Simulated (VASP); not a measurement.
Wanted: the native input for a VASP 6.6.1 run.

```yaml
Task: single point
Functional: LDA
Potentials_or_basis: VASP PAW LDA potentials, release 64 (Al, N)
Cutoff: 600 eV
k_mesh: 9 × 9 × 6
Occupations: gaussian, width 0.02 eV
Spin: no spin polarisation
Dipole_correction: no
Further_INCAR_settings: ALGO = Normal; EDIFF = 1e-06; NBANDS = 16
```

The structure of AlN lies in POSCAR:

```
AlN
1.0
    3.2757107509      0.0000000000      0.0000000000
   -1.6378553754      2.8368487257      0.0000000000
    0.0000000000      0.0000000000      4.1004914702
Al N
2 2
Direct
    0.3333333333      0.6666666667      0.0000000000
    0.6666666667      0.3333333333      0.5000000000
    0.3333333333      0.6666666667      0.5000000000
    0.6666666667      0.3333333333      1.0000000000
```

One way to write it, as run:

INCAR

```
ALGO = Normal ; EDIFF = 1E-6
ENCUT = 600 ; GGA = CA
GGA_COMPAT = F ; ISIF = 2
ISMEAR = 0 ; LASPH = T
LCHARG = F ; LREAL = F
LWAVE = F ; NBANDS = 16
NELM = 120 ; PREC = Accurate
SIGMA = 0.02
```

KPOINTS

```
k-points
0
Gamma
  9 9 6
```

Potentials or basis: VASP PAW LDA potentials, release 64 (Al, N).

Run with:

```console
$ cat potpaw_LDA.64/Al/POTCAR potpaw_LDA.64/N/POTCAR > POTCAR
$ mpirun -np 1 vasp_std > vasp.out
```

Results of the run:

* Pressure: 0.5 GPa
* Band gap on the k mesh: 3.63 eV

Caveat: an odd mesh through Γ misses points on the zone boundary, where band edges can lie.

It took 32 s on 1 thread of Intel(R) Xeon(R) 6975P-C (Granite Rapids) (shared host), peak memory 0.16 GiB.
